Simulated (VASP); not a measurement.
Li2HfN2: single point with LDA

Crystal: Li2HfN2.

```
Li Hf N
1.0
     3.19859    0.00000    0.00000
    -1.59929    2.77006    0.00000
     0.00000    0.00000    5.33466
Li Hf N
2 1 2
Direct
  0.66667 0.33333 0.38345
  0.33333 0.66667 0.61655
  0.00000 0.00000 0.00000
  0.66667 0.33333 0.77658
  0.33333 0.66667 0.22342
```

| Quantity | Value |
| --- | --- |
| Program | VASP 6.6.1 |
| Task | single point |
| Functional | LDA |
| Potentials or basis | VASP PAW LDA potentials, release 64 (Li_sv, Hf_pv, N) |
| Cutoff | 520 eV |
| k mesh | 9 × 9 × 5 |
| Occupations | fermi-dirac, width 0.02 eV |
| Spin | no spin polarisation |
| Dipole correction | no |
| Further INCAR settings | ALGO = Normal; EDIFF = 1e-07; NBANDS = 21 |

- Largest force: 0.091 eV/Å
- Band gap on the k mesh: 1.84 eV, indirect (least direct gap 2.67 eV)

Forces on the atoms (eV/Å):
```
Li   0.000  0.000  0.005
Li   0.000  0.000 -0.005
Hf   0.000  0.000  0.000
N    0.000  0.000  0.091
N    0.000  0.000 -0.091
```

Levels at points of the mesh, in eV from the valence-band top:
```tsv
k point	band 10	band 11	band 12	band 13	band 14	band 15	band 16	band 17
(0.00, 0.00, 0.00)	-2.94	-0.42	0.00	0.00	3.50	3.50	3.93	5.13
```

Run time: 33 s on 1 thread of Intel(R) Xeon(R) Platinum 8488C (Sapphire Rapids), on a shared host, peak memory 0.18 GiB.

Caveat: spin-orbit coupling is left out, which moves the levels of the heavy elements. A k mesh can miss the band edges.
